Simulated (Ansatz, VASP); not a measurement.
## Rb3ClO: VASP beside Ansatz

Contents of INCAR:

```
PREC = Accurate
ENCUT = 520
EDIFF = 1E-6
ISMEAR = 0
SIGMA = 0.03
LREAL = F
LASPH = T
NELM = 80
ALGO = Normal
ISIF = 2
LWAVE = F
LCHARG = T
GGA = CA
LELF = T
LVHAR = T
NBANDS = 28
```

File KPOINTS:

```
Automatic mesh
0
Gamma
  8 8 8
```

File POSCAR:

```
Rb3ClO
1.0
    5.6861150044     -0.8747869237     -0.8747869237
   -0.8747869237      5.6861150044     -0.8747869237
   -0.8747869237     -0.8747869237      5.6861150044
Rb Cl O
3 1 1
Direct
    0.0000000000      0.0000000000      0.5000000000
    0.0000000000      0.5000000000      0.0000000000
    0.5000000000      0.0000000000      0.0000000000
    0.5000000000      0.5000000000      0.5000000000
    0.0000000000      0.0000000000      0.0000000000
```

Input for Ansatz:

```yaml
crystal:
  lattice:
    - [5.6861150044, -0.8747869237, -0.8747869237]
    - [-0.8747869237, 5.6861150044, -0.8747869237]
    - [-0.8747869237, -0.8747869237, 5.6861150044]
  atoms:
    - { symbol: Rb, position: [0.0, 0.0, 0.5] }
    - { symbol: Rb, position: [0.0, 0.5, 0.0] }
    - { symbol: Rb, position: [0.5, 0.0, 0.0] }
    - { symbol: Cl, position: [0.5, 0.5, 0.5] }
    - { symbol: O, position: [0.0, 0.0, 0.0] }
basis:
  ecutwfc: 420
kpoints:
  mp_grid: { grid: [8, 8, 8] }
hamiltonian:
  xc: lda
scf:
  occupations: { method: gaussian, width: 0.03 }
output:
  forces: true
  stress: true
  eigenvalues: true
```

Alike in both runs: task single point; functional LDA; k mesh 8 × 8 × 8; occupations gaussian, width 0.03 eV; no spin polarisation.

```csv
,VASP,Ansatz
version,VASP 6.6.1,Ansatz 0.2.0
potentials or method,"VASP PAW LDA potentials, release 64 (Rb_sv, Cl, O), cutoff 520 eV","scalar-relativistic, plane waves, PAW"
valence electrons in the cell,40,40
```

|  | VASP | Ansatz | Ansatz less VASP |
| --- | --- | --- | --- |
| gap on the k mesh at the Fermi level (eV) | 0.06 | 0.06 | -0.001 |
| least direct gap on the mesh (eV) | 0.10 | 0.10 | -0.003 |
| pressure (GPa) | -2.6 | -2.7 | -0.05 |
| traceless stress, the component that is largest in VASP (GPa) | 2.77 | 2.78 | +0.012 |

LDA's correlation is that of Perdew and Zunger in VASP and of Perdew and Wang (1992) in Ansatz.
